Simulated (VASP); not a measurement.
Runs of VASP 6.6.1 on Ge. The structure is that of space group Im-3m (No. 229), or close to it. The cells are those of the table. 

```csv
task,spin,cell,k mesh,cutoff (eV),gap on the mesh (eV),pressure (GPa)
single point,"non-collinear, zero start, SOC","a = 2.929 Å, angles 109.5°, 1 atom",13 × 13 × 13,520,-,-0.1
single point,off,"a = 3.041 Å, angles 109.5°, 1 atom",15 × 15 × 15,520,none,-5.9
single point,off,"a = 2.848 Å, angles 109.5°, 1 atom",15 × 15 × 15,520,none,(a)
single point,off,"a = 2.929 Å, angles 109.5°, 1 atom",21 × 21 × 21,520,none,-0.2
relaxation of cell and atoms,off,"relaxed from a = 2.924 Å, angles 109.5°, 1 atom",13 × 13 × 13,600,none,0.0
single point,off,"a = 2.929 Å, angles 109.5°, 1 atom",7 × 7 × 7,520,none,0.2
single point,off,"a = 2.929 Å, angles 109.5°, 1 atom",13 × 13 × 13,520,none,-0.1
single point,off,"a = 2.806 Å, angles 109.5°, 1 atom",15 × 15 × 15,520,none,10.1
single point,off,"a = 3.005 Å, angles 109.5°, 1 atom",15 × 15 × 15,520,none,-4.4
single point,off,"a = 2.967 Å, angles 109.5°, 1 atom",15 × 15 × 15,520,none,(b)
single point,off,"a = 2.889 Å, angles 109.5°, 1 atom",15 × 15 × 15,520,none,(c)
single point,off,"a = 2.929 Å, angles 109.5°, 1 atom",15 × 15 × 15,520,none,-0.4
```

Alike in all rows: level PBE; potentials or basis VASP PAW PBE potentials, release 64 (Ge_d); smearing fermi-dirac 0.1 eV.

Question: Fill in the values left out.

Answer: (a) 5.7; (b) -2.7; (c) 2.3.

Caveats: some runs use coarse meshes.

A k mesh can miss the band edges, and rows without SOC leave out spin-orbit coupling on Ge.

A gap of «none» marks levels without a gap at the run's occupations.
